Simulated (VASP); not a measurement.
Wanted: the native input for a VASP 6.6.1 run.

```yaml
Task: single point
Functional: LDA
Potentials_or_basis: VASP PAW LDA potentials, release 64 (Zn, Ag)
Cutoff: 520 eV
k_mesh: 16 × 16 × 16
Occupations: gaussian, width 0.15 eV
Spin: no spin polarisation
Dipole_correction: no
Further_INCAR_settings: ALGO = Fast; EDIFF = 1e-07; NBANDS = 18
```

The structure of ZnAg lies in POSCAR:

```
ZnAg
1.0
    3.1560000000      0.0000000000      0.0000000000
    0.0000000000      3.1560000000      0.0000000000
    0.0000000000      0.0000000000      3.1560000000
Zn Ag
1 1
Direct
    0.5000000000      0.5000000000      0.5000000000
    0.0000000000      0.0000000000     -0.0792141952
```

This cell differs from its parent crystal: all Ag atoms moved -0.250 Å, as atom 2 along Cartesian [0 0 1].

These files were run (other wordings do the same):

INCAR

```
SYSTEM = ZnAg
PREC = Accurate ; ENCUT = 520
EDIFF = 1E-7 ; ISMEAR = 0
SIGMA = 0.15 ; LREAL = .FALSE.
LASPH = .TRUE. ; NELM = 80
ALGO = Fast ; ISIF = 2
LWAVE = .FALSE. ; LCHARG = .FALSE.
NBANDS = 18
```

KPOINTS

```
Automatic mesh
0
G
  16 16 16
  0 0 0
```

Potentials or basis: VASP PAW LDA potentials, release 64 (Zn, Ag).

The run is started by

```sh
$ cat potpaw_LDA.64/Zn/POTCAR potpaw_LDA.64/Ag/POTCAR > POTCAR
$ mpirun -np 1 vasp_std > vasp.out
```

It gave:

```
Pressure               : -5.4 GPa
Largest force          : 0.705 eV/Å
Band gap on the k mesh : zero (an odd number of electrons rules out a gap without spin polarisation)
```

Caveat: the cell differs from its parent crystal (all Ag atoms moved -0.250 Å, as atom 2 along Cartesian [0 0 1]); the cell stands under tension.

Run time: 3.3 min on 1 thread of Intel Xeon 8259CL, on a shared host, peak memory 0.33 GiB.
